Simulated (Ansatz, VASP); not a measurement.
# CdI2 in VASP and in Ansatz

The input INCAR:

```
ALGO = Normal ; EDIFF = 1E-6
ENCUT = 500 ; GGA = PE
GGA_COMPAT = F ; ISIF = 2
ISMEAR = -1 ; LASPH = T
LCHARG = F ; LREAL = F
LWAVE = F ; NBANDS = 20
NELM = 120 ; PREC = Accurate
SIGMA = 0.05
```

The input KPOINTS:

```
k-points
0
Gamma
  6 6 4
```

The input POSCAR:

```
CdI2
1.0
    4.2440000000      0.0000000000      0.0000000000
   -2.1220000000      3.6754120000      0.0000000000
    0.0000000000      0.0000000000      6.8590000000
Cd I
1 2
Direct
    0.0000000000      0.0000000000      0.0000000000
    0.3333333333      0.6666666667      0.2492000000
    0.6666666667      0.3333333333      0.7508000000
```

Input for Ansatz:

```yaml
crystal:
  lattice:
    - [4.244, 0.0, 0.0]
    - [-2.122, 3.675412, 0.0]
    - [0.0, 0.0, 6.859]
  atoms:
    - { symbol: Cd, position: [0.0, 0.0, 0.0] }
    - { symbol: I, position: [0.3333333333333333, 0.6666666666666666, 0.2492] }
    - { symbol: I, position: [0.6666666666666666, 0.3333333333333333, 0.7508] }
basis:
  ecutwfc: 520.0
kpoints:
  mp_grid:
    grid: [6, 6, 4]
hamiltonian:
  xc: pbe
scf:
  occupations:
    method: fermi_dirac
    width: 0.05
output:
  stress: true
```

Alike in both runs: task single point; functional PBE; k mesh 6 × 6 × 4; occupations fermi-dirac, width 0.05 eV; no spin polarisation.

|  | VASP | Ansatz |
| --- | --- | --- |
| version | VASP 6.6.1 | Ansatz 0.2.0 |
| potentials or method | VASP PAW PBE potentials, release 64 (Cd, I), cutoff 500 eV | plane waves, PAW |
| valence electrons in the cell | 26 | 54 |

Ansatz gave:

| Quantity | Value |
| --- | --- |
| pressure (GPa) | 1.9 |

Q: Which values does VASP return?

A: Pressure (GPa): 2.0.

With one functional, cell and mesh, what is left measures potentials, basis and numerics. VASP's potentials hold 26 valence electrons a cell and Ansatz's 54, so a difference there can come from the potentials and not from the codes.

Spin-orbit coupling is off throughout.
